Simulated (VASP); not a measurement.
Runs of VASP 6.6.1 on Sb. The structure is that of space group Im-3m (No. 229), or close to it. The cells are those of the table. 

```csv
task,cell,k mesh,cutoff (eV),gap on the mesh (eV),pressure (GPa)
single point,"a = 3.135 Å, angles 109.5°, 1 atom",13 × 13 × 13,520,none,10.2
single point,"a = 3.182 Å, angles 109.5°, 1 atom",13 × 13 × 13,520,none,(a)
relaxation of cell and atoms,"relaxed from a = 3.281 Å, angles 109.5°, 1 atom",12 × 12 × 12,600,none,0.0
single point,"a = 3.272 Å, angles 109.5°, 1 atom",13 × 13 × 13,520,none,-0.2
single point,"a = 3.228 Å, angles 109.5°, 1 atom",13 × 13 × 13,520,none,(b)
single point,"a = 3.315 Å, angles 109.5°, 1 atom",13 × 13 × 13,520,none,-2.3
single point,"a = 3.272 Å, angles 109.5°, 1 atom",19 × 19 × 19,520,none,-0.1
single point,"a = 3.398 Å, angles 109.5°, 1 atom",13 × 13 × 13,520,none,-5.6
```

Alike in all rows: level r2SCAN; potentials or basis VASP PAW PBE potentials, release 64 (Sb); no spin polarisation; smearing fermi-dirac 0.1 eV.

**Question.** Estimate the missing entries.

**Answer.** (a) 5.9; (b) 2.5.

Caveats: the PAW data sets were made with another functional, which shifts forces and pressure a little; spin-orbit coupling is left out, which moves the levels of the heavy elements.

A k mesh can miss the band edges, and the runs leave out spin-orbit coupling on Sb.

A gap of «none» marks levels without a gap at the run's occupations.
